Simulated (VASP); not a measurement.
The system is Hf.

```
Hf
1.0
     3.19238    0.00000    0.00000
    -1.59619    2.76469    0.00000
     0.00000    0.00000    5.04504
Hf
2
Direct
  0.33333 0.66667 0.25000
  0.66667 0.33333 0.75000
```

- Program: VASP 6.6.1
- Task: relaxation of cell and atoms
- Functional: LDA
- Potentials or basis: VASP PAW LDA potentials, release 64 (Hf_pv)
- Cutoff: 600 eV
- k mesh: 18 × 18 × 8
- Occupations: gaussian, width 0.1 eV
- Spin: no spin polarisation

At the start: pressure -7.1 GPa; volume 22.26 Å³/atom.

Question: How do energy, volume and symmetry change on relaxing?

Answer: Over 10 steps the energy falls by 33.4 meV/atom and the volume is 20.83 Å³/atom (-6.4 %); space group P6_3/mmc (No. 194, to 0.05 Å).

The path:
```
step  energy change (eV)  largest force (eV/Å)  pressure (GPa)  volume (Å³)
   1              0.0000                0.0000           -7.10        44.53
   2              0.0395                0.0000           11.20        38.46
   3             -0.0667                0.0000           -0.16        41.73
   4             -0.0667                0.0000           -0.02        41.68
   5             -0.0667                0.0000            0.15        41.62
   6             -0.0667                0.0000           -0.14        41.73
   7             -0.0667                0.0000           -0.07        41.70
   8             -0.0667                0.0000           -0.05        41.69
   9             -0.0667                0.0000            0.00        41.67
  10             -0.0667                0.0000            0.03        41.67
```

Final structure:
```
Hf
1.0
     3.12031    0.00000    0.00000
    -1.56015    2.70227    0.00000
     0.00000    0.00000    4.94136
Hf
2
Direct
  0.33333 0.66667 0.25000
  0.66667 0.33333 0.75000
```
